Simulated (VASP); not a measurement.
A run of VASP 6.6.1:

POSCAR

```
Ge
1.0
    0.0000000000      2.9193031383      2.9193031383
    2.9193031383      0.0000000000      2.9193031383
    2.9193031383      2.9193031383      0.0000000000
Ge
2
Direct
    0.0000000000      0.0000000000      0.0000000000
    0.2500000000      0.2500000000      0.2500000000
```

The input INCAR.step1:

```
ALGO     = Normal         # electronic algorithm
EDIFF    = 1E-4           # SCF threshold, eV
ENCUT    = 520            # plane-wave cutoff, eV
GGA      = PE             # functional
ISMEAR   = -1             # smearing method
LASPH    = T              # aspherical terms in the spheres
LCHARG   = F              # write CHGCAR
LREAL    = F              # projectors in reciprocal space
LWAVE    = T              # write WAVECAR
NBANDS   = 21             # bands
NELM     = 100            # most SCF steps
PREC     = Accurate       # precision mode
SIGMA    = 0.1            # smearing width, eV
```

File INCAR.step2:

```
ALGO     = Normal         # electronic algorithm
EDIFF    = 1E-6           # SCF threshold, eV
ENCUT    = 520            # plane-wave cutoff, eV
ISIF     = 2              # what is computed and relaxed
ISMEAR   = -1             # smearing method
ISTART   = 1            
LASPH    = T              # aspherical terms in the spheres
LCHARG   = F              # write CHGCAR
LMIXTAU  = T            
LREAL    = F              # projectors in reciprocal space
LWAVE    = F              # write WAVECAR
METAGGA  = R2SCAN         # meta-GGA
NBANDS   = 21             # bands
NELM     = 100            # most SCF steps
PREC     = Accurate       # precision mode
SIGMA    = 0.1            # smearing width, eV
```

The input KPOINTS:

```
k-points
0
Gamma
  10 10 10
```

Potentials or basis: VASP PAW PBE potentials, release 64 (Ge_d).

The run is started by

```bash
$ cat potpaw_PBE.64/Ge_d/POTCAR > POTCAR
$ cp INCAR.step1 INCAR
$ mpirun -np 1 vasp_std > vasp.out
$ cp INCAR.step2 INCAR
$ mpirun -np 1 vasp_std > vasp.out
```

Hardware: 1 thread of AMD EPYC 9R45 96-Core Processor (Zen 5), with other jobs on the host.

Task: Estimate the wall time of this run.

Result: Wall time 110 s on 1 thread of AMD EPYC 9R45 96-Core Processor (Zen 5), on a shared host, peak memory 0.17 GiB. Counts: k points 47.
